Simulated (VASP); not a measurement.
# Si2W (I4/mmm) in VASP: a series of runs

Runs on Si2W. Level: PBE. Tasks: single point.

Everything below comes from runs of VASP 6.6.1. Logs are shortened: lines on timing, memory, paths and dates and some standing lists are left out, and cuts for length are marked.

### Step 1. The cell of the first run

It takes space group I4/mmm (No. 139, tetragonal). The conventional cell has a = 3.141 Å, b = 3.141 Å, c = 8.315 Å, α = 90.00°, β = 90.00°, γ = 90.00°. Si (site symmetry 4mm) has 1 Si at 2.22 Å and 4 W at 2.48 Å within 2.9 Å. W (site symmetry 4/mmm) has 10 Si at 2.48 to 3.05 Å and 4 W at 3.14 Å within 3.3 Å.

### Step 2. Single point, PBE (c/a of the conventional cell at fixed volume 2.6473)

The input, INCAR:

```
PREC     = Accurate       # precision mode
ENCUT    = 520            # plane-wave cutoff, eV
EDIFF    = 1E-6           # SCF threshold, eV
ISMEAR   = 0              # smearing method
SIGMA    = 0.15           # smearing width, eV
LREAL    = F              # projectors in reciprocal space
LASPH    = T              # aspherical terms in the spheres
NELM     = 60             # most SCF steps
ALGO     = Normal         # electronic algorithm
ISIF     = 2              # what is computed and relaxed
LWAVE    = F              # write WAVECAR
LCHARG   = F              # write CHGCAR
GGA      = PE             # functional
NBANDS   = 18             # bands
```

The input, KPOINTS:

```
regular mesh
0
Gamma
  18 18 18
```

The input, POSCAR:

```
Si2W
1.0
   -1.5705355019      1.5705355019      4.1576786341
    1.5705355019     -1.5705355019      4.1576786341
    1.5705355019      1.5705355019     -4.1576786341
Si W
2 1
Direct
    0.3663500835      0.3663500835      0.0000000000
    0.6336499165      0.6336499165      0.0000000000
    0.0000000000      0.0000000000      0.0000000000
```

Potentials or basis: VASP PAW PBE potentials, release 64 (Si, W_sv).

On the command line:

```console
cat potpaw_PBE.64/Si/POTCAR potpaw_PBE.64/W_sv/POTCAR > POTCAR
mpirun -np 1 vasp_std > vasp.out
```

OUTCAR:

```text
PREC = Accurate
   ENCUT = 520
   EDIFF = 1E-6
   ISMEAR = 0
   LREAL = F
   LASPH = T
   NELM = 60
   ISIF = 2
   GGA = PE

 ion  position               nearest neighbor table
   1  0.366  0.366  0.000-   2 2.22   3 2.48   3 2.48   3 2.48   3 2.48   2 2.95   2 2.95   2 2.95
                             2 2.95   3 3.05
   2  0.634  0.634  0.000-   1 2.22   3 2.48   3 2.48   3 2.48   3 2.48   1 2.95   1 2.95   1 2.95
                             1 2.95   3 3.05
   3  0.000  0.000  0.000-   2 2.48   2 2.48   2 2.48   1 2.48   1 2.48   1 2.48   2 2.48   1 2.48
                             1 3.05   2 3.05

  LATTYP: Found a body centered tetragonal cell.
 ALAT       =     3.1410710038
 C/A-ratio  =     2.6472999999

  Lattice vectors:

 A1 = (  -1.5705355019,   1.5705355019,   4.1576786341)
 A2 = (   1.5705355019,  -1.5705355019,   4.1576786341)
 A3 = (   1.5705355019,   1.5705355019,  -4.1576786341)

Analysis of symmetry for initial positions (statically):
=====================================================================
 Subroutine PRICEL returns:
 Original cell was already a primitive cell.

 Routine SETGRP: Setting up the symmetry group for a
 body centered tetragonal supercell.

 Subroutine GETGRP returns: Found 16 space group operations
 (whereof 16 operations were pure point group operations)
 out of a pool of 16 trial point group operations.

The static configuration has the point symmetry D_4h.

Analysis of symmetry for dynamics (positions and initial velocities):
=====================================================================
 Subroutine PRICEL returns:
 Original cell was already a primitive cell.

 Routine SETGRP: Setting up the symmetry group for a
 body centered tetragonal supercell.

 Subroutine GETGRP returns: Found 16 space group operations
 (whereof 16 operations were pure point group operations)
 out of a pool of 16 trial point group operations.

The dynamic configuration has the point symmetry D_4h.

 Subroutine INISYM returns: Found 16 space group operations
 (whereof 16 operations are pure point group operations),
 and found     1 'primitive' translations

----------------------------------------------------------------------------------------

                                     Primitive cell

  volume of cell :      41.0210

  direct lattice vectors                    reciprocal lattice vectors
    -1.570535502  1.570535502  4.157678634     0.000000000  0.318362749  0.120259415
     1.570535502 -1.570535502  4.157678634     0.318362749  0.000000000  0.120259415
     1.570535502  1.570535502 -4.157678634     0.318362749  0.318362749  0.000000000

  length of vectors
     4.713751706  4.713751706  4.713751706     0.340319213  0.340319213  0.450232918

  position of ions in fractional coordinates (direct lattice)
     0.366350084  0.366350084  0.000000000
     0.633649916  0.633649916  0.000000000
     0.000000000  0.000000000  0.000000000

  ion indices of the primitive-cell ions
   primitive index   ion index
                 1           1
                 2           2
                 3           3

----------------------------------------------------------------------------------------

 KPOINTS: regular mesh

Automatic generation of k-mesh.
 Grid dimensions read from file:
 generate k-points for:   18   18   18

 Generating k-lattice:

  Cartesian coordinates                     Fractional coordinates (reciprocal lattice)
     0.000000000  0.017686819  0.006681079     0.055555556  0.000000000  0.000000000
     0.017686819  0.000000000  0.006681079     0.000000000  0.055555556  0.000000000
     0.017686819  0.017686819  0.000000000     0.000000000  0.000000000  0.055555556

  Length of vectors
     0.018906623  0.018906623  0.025012940

  Shift w.r.t. Gamma in fractional coordinates (k-lattice)
     0.000000000  0.000000000  0.000000000

 Subroutine IBZKPT returns following result:
 ===========================================

 Found    480 irreducible k-points:

 Following reciprocal coordinates:
            Coordinates               Weight
  0.000000  0.000000  0.000000      1.000000
  0.055556 -0.000000  0.000000      8.000000
  0.111111 -0.000000  0.000000      8.000000
  0.166667  0.000000  0.000000      8.000000
  0.222222  0.000000  0.000000      8.000000
  0.277778  0.000000 -0.000000      8.000000
[... 16 lines left out ...]
 -0.277778  0.055556  0.000000     16.000000
 -0.222222  0.055556  0.000000     16.000000
 [... further k-points ...]
   k-points           NKPTS =    480   k-points in BZ     NKDIM =    480   number of bands    NBANDS=     18
   number of dos      NEDOS =    301   number of ions     NIONS =      3
   total plane-waves  NPLWV =  46656
   dimension x,y,z NGX =    36 NGY =   36 NGZ =   36
   dimension x,y,z NGXF=    72 NGYF=   72 NGZF=   72
   ions per type =               2   1
   NGX,Y,Z   is equivalent  to a cutoff of  12.70, 12.70, 12.70 a.u.
   NGXF,Y,Z  is equivalent  to a cutoff of  25.39, 25.39, 25.39 a.u.
 SYSTEM =  unknown system
   PREC   = accura    normal or accurate (medium, high low for compatibility)
   ISTART =      0    job   : 0-new  1-cont  2-samecut
   ICHARG =      2    charge: 1-file 2-atom 10-const
   ISPIN  =      1    spin polarized calculation?
   LNONCOLLINEAR =      F non collinear calculations
   LSORBIT =      F    spin-orbit coupling
   LASPH  =      T    aspherical Exc in radial PAW
   ENCUT  =  520.0 eV  38.22 Ry    6.18 a.u.   8.76  8.76  8.76*2*pi/ulx,y,z
   NELM   =     60;   NELMIN=  2; NELMDL= -5     # of ELM steps
   EDIFF  = 0.1E-05   stopping-criterion for ELM
   LREAL  =      F    real-space projection
   EDIFFG = 0.1E-04   stopping-criterion for IOM
   NSW    =      0    number of steps for IOM
   IBRION =     -1    ionic relax: 0-MD 1-quasi-New 2-CG
   NFREE  =      0    steps in history (QN), initial steepest desc. (CG)
   ISIF   =      2    stress and relaxation
   ISYM   =      2    0-nonsym 1-usesym 2-fastsym
   POTIM  = 0.5000    time-step for ionic-motion
   TEBEG  =    0.0;   TEEND  =   0.0 temperature during run
   PSTRESS=    0.0 pullay stress
   NELECT =      22.0000    total number of electrons
   NUPDOWN=      -1.0000    fix difference up-down
   EMIN   =  10.00;   EMAX   =-10.00  energy-range for DOS
   EFERMI =   0.00;   METHOD = LEGACY
   ISMEAR =     0;   SIGMA  =   0.15  broadening in eV -4-tet -1-fermi 0-gaus
   EFERMI_NEDOS =   21; number of points for ismear=-14 and -15
   IALGO  =     38    algorithm
   IMIX   =      4    mixing-type and parameters
     AMIX     =   0.40;   BMIX     =  1.00
     AMIX_MAG =   1.60;   BMIX_MAG =  1.00
  volume/ion in A,a.u.               =      13.67        92.27
  Fermi-wavevector in a.u.,A,eV,Ry     =   1.330088  2.513501 24.070517  1.769133
  Thomas-Fermi vector in A             =   2.459201
   LORBIT       =      0    0 simple, 1 ext, 2 COOP (PROOUT), +10 PAW based schemes
   GGA     = PE    functional components
   LHFCALC =     F    Hartree Fock is set to
   AEXX    =    0.0000 exact exchange contribution
   IVDW    =     0    specifies the selected vdW correction
   LEPSILON=     F    determine dielectric tensor
   LRPA    =     F    only Hartree local field effects (RPA)
 non-spin polarized calculation
 Gauss-broadening in eV      SIGMA  =   0.15
  energy-cutoff  :      520.00
  volume of cell :       41.02
 maximum number of plane-waves:      1126
   NGX = 17   NGY = 17   NGZ = 17

 number of electron      22.0000000 magnetization

 Free energy of the ion-electron system (eV)
  ---------------------------------------------------
  ext. energy  EPLUGINS =         0.00000000
  ---------------------------------------------------
  free energy    TOTEN  =       -23.32652413 eV

  energy without entropy =      -23.32442519  energy(sigma->0) =      -23.32547466

 E-fermi :  11.5952     XC(G=0): -12.3789

 val. band max:       11.5760149054   @ k =  -0.3889   0.5000   0.3889
 cond. band min:      11.6006823523   @ k =  -0.3333   0.5000   0.3333
 fundamental gap:      0.0246674469
 Fermi energy:        11.5952374667

 k-point     1 :       0.0000    0.0000    0.0000
  band No.  band energies     occupation
      1     -62.1268      2.00000
      2     -26.4981      2.00000
      3     -26.4981      2.00000
      4     -26.3172      2.00000
      5      -2.4455      2.00000
      6       4.2076      2.00000
[... 10 lines left out ...]
     17      18.4126      0.00000
     18      18.4126      0.00000

 k-point     2 :       0.0556   -0.0000    0.0000
  band No.  band energies     occupation
      1     -62.1265      2.00000
      2     -26.5075      2.00000
      3     -26.4972      2.00000
      4     -26.3163      2.00000
      5      -2.3811      2.00000
      6       4.2149      2.00000
[... 10 lines left out ...]
     17      18.3850      0.00000
     18      18.8270      0.00000

 k-point     3 :       0.1111   -0.0000    0.0000
  band No.  band energies     occupation
      1     -62.1255      2.00000
      2     -26.5344      2.00000
      3     -26.4946      2.00000
      4     -26.3136      2.00000
      5      -2.1898      2.00000
      6       4.2297      2.00000
[... 10 lines left out ...]
     17      18.3103      0.00000
     18      19.4979      0.00000

 k-point     4 :       0.1667    0.0000    0.0000
  band No.  band energies     occupation
      1     -62.1240      2.00000
      2     -26.5754      2.00000
      3     -26.4905      2.00000
      4     -26.3096      2.00000
      5      -1.8768      2.00000
      6       4.2307      2.00000
[... 375 lines left out ...]
      4     -26.2930      2.00000
      5      -0.3332      2.00000
      6       4.0364      2.00000
[... 10 lines left out ...]
     17      19.2637      0.00000
     18      20.8190      0.00000

 k-point    23 :      -0.2778    0.0556    0.0000
  band No.  band energies     occupation
      1     -62.1199      2.00000
      2     -26.6767      2.00000
      3     -26.4894      2.00000
      4     -26.2980      2.00000
      5      -0.9310      2.00000
      6       4.3212      2.00000
[... 10 lines left out ...]
     17      18.7943      0.00000
     18      20.6650      0.00000

 k-point    24 :      -0.2222    0.0556    0.0000
  band No.  band energies     occupation
      1     -62.1218      2.00000
      2     -26.6242      2.00000
      3     -26.4947      2.00000
      4     -26.3033      2.00000
      5      -1.4429      2.00000
      6       4.4559      2.00000
[... 10 lines left out ...]
     17      18.6611      0.00000
     18      20.6363      0.00000

 [... further k-points ...]
[... 5 lines left out ...]
  --------------------------------------------------------------------------------------
  -------------------------------------------------------------------------------------
  Total        5.7786421      5.7786421      4.1450751      0.0000000      0.0000000      0.0000000
  in kB      225.6991646    225.6991646    161.8961661      0.0000000      0.0000000      0.0000000
  external PRESSURE =     204.4314984 kB  Pullay stress =       0.0000000 kB

 VOLUME and BASIS-vectors are now :
 -----------------------------------------------------------------------------
  energy-cutoff  :      520.00
  volume of cell :       41.02
      direct lattice vectors                 reciprocal lattice vectors
    -1.570535502  1.570535502  4.157678634     0.000000000  0.318362749  0.120259415
     1.570535502 -1.570535502  4.157678634     0.318362749  0.000000000  0.120259415
     1.570535502  1.570535502 -4.157678634     0.318362749  0.318362749  0.000000000

 POSITION                                       TOTAL-FORCE (eV/Angst)
 -----------------------------------------------------------------------------------
      0.00000      0.00000      3.04633         0.000000      0.000000     -5.831088
      0.00000      0.00000      5.26903        -0.000000     -0.000000      5.831088
      0.00000      0.00000      0.00000        -0.000000     -0.000000     -0.000000
 -----------------------------------------------------------------------------------
    total drift:                               -0.000000      0.000000     -0.000000

  FREE ENERGIE OF THE ION-ELECTRON SYSTEM (eV)
  ---------------------------------------------------
  free  energy   TOTEN  =       -23.3265241317 eV

  energy  without entropy=      -23.3244251902  energy(sigma->0) =      -23.32547466
```

Wall time 5.5 min (1 thread of Intel Xeon Platinum 8488C (Sapphire Rapids), shared host); peak memory 0.46 GiB.

Results:

```
Free energy            : -23.3265 eV
Pressure               : 20.4 GPa
Largest force          : 5.831 eV/Å
Band gap on the k mesh : zero (band 11 reaches 11.79 eV, above the bottom of band 12 at 11.46 eV)
```

Forces in eV/Å, atoms in the order of the input:
```
Si   0.000  0.000 -5.831
Si   0.000  0.000  5.831
W    0.000  0.000  0.000
```

Caveat: spin-orbit coupling is left out, which moves the levels of the heavy elements; forces of over 1 eV/Å act on the atoms, so gaps and moduli don't describe the material at rest.

### Step 3. Single point, PBE (c/a of the conventional cell at fixed volume 2.1195)

The input, INCAR:

```
SYSTEM = Si2W
PREC = Accurate
ENCUT = 520
EDIFF = 1E-6
ISMEAR = 0
SIGMA = 0.15
LREAL = .False.
LASPH = .True.
NELM = 100
ALGO = Normal
ISIF = 2
LWAVE = .False.
LCHARG = .False.
GGA = PE
NBANDS = 18
```

The input, KPOINTS:

```
Automatic mesh
0
Gamma
  18 18 18
  0 0 0
```

The input, POSCAR:

```
Si2W
1.0
   -1.6913662915      1.6913662915      3.5848508548
    1.6913662915     -1.6913662915      3.5848508548
    1.6913662915      1.6913662915     -3.5848508548
Si W
2 1
Direct
    0.3557618575      0.3557618575      0.0000000000
    0.6442381425      0.6442381425      0.0000000000
    0.0000000000      0.0000000000      0.0000000000
```

Potentials or basis: VASP PAW PBE potentials, release 64 (Si, W_sv).

On the command line:

```console
cat potpaw_PBE.64/Si/POTCAR potpaw_PBE.64/W_sv/POTCAR > POTCAR
mpirun -np 1 vasp_std > vasp.out
```

Wall time 6 min (1 thread of Intel Xeon Platinum 8375C at 2.90GHz (Ice Lake), shared host); peak memory 0.44 GiB.

Results (log left out):

```
Free energy            : -23.1962 eV
Pressure               : 16.1 GPa
Largest force          : 6.339 eV/Å
Band gap on the k mesh : zero (band 11 reaches 11.84 eV, above the bottom of band 12 at 11.32 eV)
```

Forces in eV/Å, atoms in the order of the input:
```
Si   0.000  0.000 -6.339
Si   0.000  0.000  6.339
W    0.000  0.000  0.000
```

Stress tensor (GPa, compression positive):
```
-7.82  0.00  0.00
 0.00 -7.82  0.00
 0.00  0.00 64.09
```

Levels at points of the mesh, in eV from the Fermi level:
```csv
k point,band 8,band 9,band 10,band 11,band 12,band 13,band 14,band 15
"(0.00, 0.00, 0.00)",-2.69,-2.69,-1.79,-0.49,0.89,0.89,3.24,3.64
"(0.50, 0.00, 0.00)",-4.26,-3.99,-1.71,-0.43,1.72,3.05,4.35,4.58
"(0.50, 0.50, 0.00)",-4.62,-4.43,-2.80,-2.04,1.83,2.16,4.25,4.54
"(0.50, 0.50, 0.50)",-1.91,-1.49,-1.49,-0.21,-0.06,-0.06,4.39,5.88
```

Caveat: spin-orbit coupling is left out, which moves the levels of the heavy elements; forces of over 1 eV/Å act on the atoms, so gaps and moduli don't describe the material at rest.

### Step 4. Single point, PBE (c/a of the conventional cell at fixed volume 2.3306)

The input, INCAR:

```
  PREC = Accurate
  ENCUT = 520
  EDIFF = 1E-6
  ISMEAR = 0
  SIGMA = 0.15
  LREAL = F
  LASPH = T
  NELM = 100
  ALGO = Normal
  ISIF = 2
  LWAVE = F
  LCHARG = F
  GGA = PE
  NBANDS = 18
```

The input, KPOINTS:

```
regular mesh
0
Gamma
  18 18 18
```

The input, POSCAR:

```
Si2W
1.0
   -1.6386752609      1.6386752609      3.8190965631
    1.6386752609     -1.6386752609      3.8190965631
    1.6386752609      1.6386752609     -3.8190965631
Si W
2 1
Direct
    0.3557618575      0.3557618575      0.0000000000
    0.6442381425      0.6442381425      0.0000000000
    0.0000000000      0.0000000000      0.0000000000
```

On the command line:

```console
cat potpaw_PBE.64/Si/POTCAR potpaw_PBE.64/W_sv/POTCAR > POTCAR
mpirun -np 1 vasp_std > vasp.out
```

Run time: 9.1 min. Hardware: 1 thread of Intel Xeon Platinum 8375C at 2.90GHz (Ice Lake), shared host; peak memory 0.46 GiB.

Results (log left out):

| Property | Result |
| --- | --- |
| Free energy | -24.0264 eV |
| Pressure | 10.2 GPa |
| Largest force | 4.903 eV/Å |
| Band gap on the k mesh | zero (band 11 reaches 11.57 eV, above the bottom of band 12 at 11.19 eV) |

Forces on the atoms (eV/Å):
```
Si   0.000  0.000 -4.903
Si   0.000  0.000  4.903
W    0.000  0.000  0.000
```

Stress tensor (GPa, compression positive):
```
 0.44  0.00  0.00
 0.00  0.44  0.00
 0.00  0.00 29.71
```

Levels at points of the mesh, in eV from the Fermi level:
| k point | band 9 | band 10 | band 11 | band 12 | band 13 | band 14 |
| --- | --- | --- | --- | --- | --- | --- |
| (0.00, 0.00, 0.00) | -2.32 | -2.32 | -0.05 | 1.61 | 1.61 | 3.59 |
| (0.50, 0.00, 0.00) | -3.64 | -2.00 | -0.23 | 2.24 | 3.58 | 3.66 |
| (0.50, 0.50, 0.00) | -4.16 | -2.81 | -2.62 | 2.60 | 2.63 | 4.16 |
| (0.50, 0.50, 0.50) | -0.70 | -0.70 | -0.29 | -0.29 | 0.12 | 4.62 |

Caveat: spin-orbit coupling is left out, which moves the levels of the heavy elements; forces of over 1 eV/Å act on the atoms, so gaps and moduli don't describe the material at rest.

### Step 5. Overview

```csv
cell,gap on the mesh (eV),pressure (GPa),largest force (eV/Å)
"a = 4.714 Å, angles 141.1, 141.1, 56.2°, 3 atoms",none,20.4,5.83
"a = 4.310 Å, angles 133.8, 133.8, 67.4°, 3 atoms",none,16.1,6.34
"a = 4.467 Å, angles 137.0, 137.0, 62.5°, 3 atoms",none,10.2,4.90
```

Alike in all rows: task single point; level PBE; potentials or basis VASP PAW PBE potentials, release 64 (Si, W_sv); no spin polarisation; k mesh 18 × 18 × 18; cutoff (eV) 520; smearing gaussian 0.15 eV.

Caveats: spin-orbit coupling is left out, which moves the levels of the heavy elements; forces of over 1 eV/Å act on the atoms, so gaps and moduli don't describe the material at rest.

Absolute energies hang on the potentials; compare differences alone.
